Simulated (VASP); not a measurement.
A run of VASP 6.6.1 is set up as follows.

Contents of POSCAR:

```
SrTiO3
1.0
    3.8492788677      0.0000000000      0.0000000000
    0.0000000000      3.8492788677      0.0000000000
    0.0000000000      0.0000000000      3.9432065170
Sr Ti O
1 1 3
Direct
    0.0000000000      0.0000000000      0.0000000000
    0.5000000000      0.5000000000      0.5000000000
    0.0000000000      0.5000000000      0.5000000000
    0.5000000000      0.0000000000      0.5000000000
    0.5000000000      0.5000000000      0.0000000000
```

File INCAR.step1:

```
SYSTEM = SrTiO3
PREC     = Accurate       ! precision mode
ENCUT    = 520            ! plane-wave cutoff, eV
ISMEAR   = 0              ! smearing method
SIGMA    = 0.02           ! smearing width, eV
LREAL    = .FALSE.        ! projectors in reciprocal space
LASPH    = .TRUE.         ! aspherical terms in the spheres
NELM     = 80             ! most SCF steps
NBANDS   = 28             ! bands
GGA      = PE             ! functional
ALGO     = Normal         ! electronic algorithm
EDIFF    = 1E-4           ! SCF threshold, eV
LWAVE    = .TRUE.         ! write WAVECAR
LCHARG   = .FALSE.        ! write CHGCAR
```

The input INCAR.step2:

```
SYSTEM = SrTiO3
PREC     = Accurate       ! precision mode
ENCUT    = 520            ! plane-wave cutoff, eV
EDIFF    = 1E-7           ! SCF threshold, eV
ISMEAR   = 0              ! smearing method
SIGMA    = 0.02           ! smearing width, eV
LREAL    = .FALSE.        ! projectors in reciprocal space
LASPH    = .TRUE.         ! aspherical terms in the spheres
NELM     = 80             ! most SCF steps
ALGO     = Normal         ! electronic algorithm
ISIF     = 2              ! what is computed and relaxed
LWAVE    = .FALSE.        ! write WAVECAR
LCHARG   = .FALSE.        ! write CHGCAR
METAGGA  = R2SCAN         ! meta-GGA
LMIXTAU  = .TRUE.       
NBANDS   = 28             ! bands
ISTART   = 1
```

Contents of KPOINTS:

```
Automatic mesh
0
G
  7 7 7
  0 0 0
```

Potentials or basis: VASP PAW PBE potentials, release 64 (Sr_sv, Ti_sv, O).

The run is started by

```bash
$ cat potpaw_PBE.64/Sr_sv/POTCAR potpaw_PBE.64/Ti_sv/POTCAR potpaw_PBE.64/O/POTCAR > POTCAR
$ cp INCAR.step1 INCAR
$ mpirun -np 1 vasp_std > vasp.out
$ cp INCAR.step2 INCAR
$ mpirun -np 1 vasp_std > vasp.out
```

(1) What does it give for the pressure?

(2) What does it give for the band gap on the k mesh?

Answers

(1) 5.2 GPa.

(2) 2.37 eV, indirect (least direct gap 2.67 eV).

Caveat: the PAW data sets were made with another functional, which shifts forces and pressure a little.
